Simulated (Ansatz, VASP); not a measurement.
Two plane-wave programs on WSe2

INCAR

```
PREC = Accurate
ENCUT = 520
EDIFF = 1E-6
ISMEAR = 0
SIGMA = 0.1
LREAL = F
LASPH = T
NELM = 100
ALGO = Normal
ISIF = 2
LWAVE = F
LCHARG = F
GGA = PE
NBANDS = 20
```

KPOINTS

```
regular mesh
0
Gamma
  6 6 4
```

File POSCAR:

```
WSe2
1.0
    3.2475061657     -1.8744732947      0.0000000000
    3.2475061657      1.8744732947      0.0000000000
   -2.1412731716      0.0000000000      6.0286221138
W Se
1 2
Direct
    0.0000000000      0.0000000000      0.0000000000
    0.7380000000      0.7380000000      0.2310000000
    0.2620000000      0.2620000000      0.7690000000
```

Input for Ansatz:

```yaml
crystal:
  lattice:
    - [3.2475061657, -1.8744732947, 0.0]
    - [3.2475061657, 1.8744732947, 0.0]
    - [-2.1412731716, 0.0, 6.0286221138]
  atoms:
    - { symbol: W, position: [0.0, 0.0, 0.0] }
    - { symbol: Se, position: [0.738, 0.738, 0.231] }
    - { symbol: Se, position: [0.262, 0.262, 0.769] }
basis:
  ecutwfc: 420
kpoints:
  mp_grid: { grid: [6, 6, 4] }
hamiltonian:
  xc: pbe
scf:
  occupations: { method: gaussian, width: 0.1 }
  lower_state_search: "off"
output:
  forces: true
  stress: true
  eigenvalues: true
```

Alike in both runs: task single point; functional PBE; k mesh 6 × 6 × 4; occupations gaussian, width 0.1 eV; no spin polarisation.

|  | VASP | Ansatz |
| --- | --- | --- |
| version | VASP 6.6.1 | Ansatz 0.2.0 |
| potentials or method | VASP PAW PBE potentials, release 64 (W_sv, Se), cutoff 520 eV | scalar-relativistic, plane waves, PAW |
| valence electrons in the cell | 26 | 46 |

|  | VASP | Ansatz | Ansatz less VASP |
| --- | --- | --- | --- |
| gap on the k mesh at the Fermi level (eV) | none | none | - |
| pressure (GPa) | -2.0 | -2.2 | -0.18 |
| traceless stress, the component that is largest in VASP (GPa) | 9.68 | 9.71 | +0.033 |
| rms of the force components (eV/Å) | 0.504 | 0.492 | -0.0118 |

Atom by atom the forces differ by 0.012 eV/Å (rms over components). A gap of «none» marks a metal or a gap that the smearing closes. VASP's potentials hold 26 valence electrons a cell and Ansatz's 46, so a difference there can come from the potentials and not from the codes.

Neither program's run includes spin-orbit coupling.
